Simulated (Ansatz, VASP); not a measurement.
**GaP: VASP beside Ansatz**

```
CELL_PARAMETERS angstrom
0.00000 2.72581 2.72581
2.72581 0.00000 2.72581
2.72581 2.72581 0.00000
ATOMIC_POSITIONS crystal
Ga 0.00000 0.00000 0.00000
P 0.25000 0.25000 0.25000
```

Alike in both runs: task single point; functional RPBE; k mesh 4 × 4 × 4; occupations gaussian, width 0.1 eV; no spin polarisation.

|  | VASP | Ansatz |
| --- | --- | --- |
| version | VASP 6.6.1 | Ansatz 0.2.0 |
| potentials or method | VASP PAW PBE potentials, release 64 (Ga_d, P), cutoff 500 eV | scalar-relativistic, plane waves, PAW |
| valence electrons in the cell | 18 | 18 |

Ansatz gave:

| Property | Result |
| --- | --- |
| gap on the k mesh at the Fermi level (eV) | 1.74 |
| least direct gap on the mesh (eV) | 1.95 |
| pressure (GPa) | 5.0 |

Question: Estimate VASP's values.

Answer: gap on the k mesh at the Fermi level (eV): 1.74; least direct gap on the mesh (eV): 1.95; pressure (GPa): 4.8.

VASP's potentials were made for PBE, not for RPBE. Ansatz's warnings: force scf threshold loose, stress scf threshold loose.

The k mesh is coarse, so the values compare programs but aren't converged.
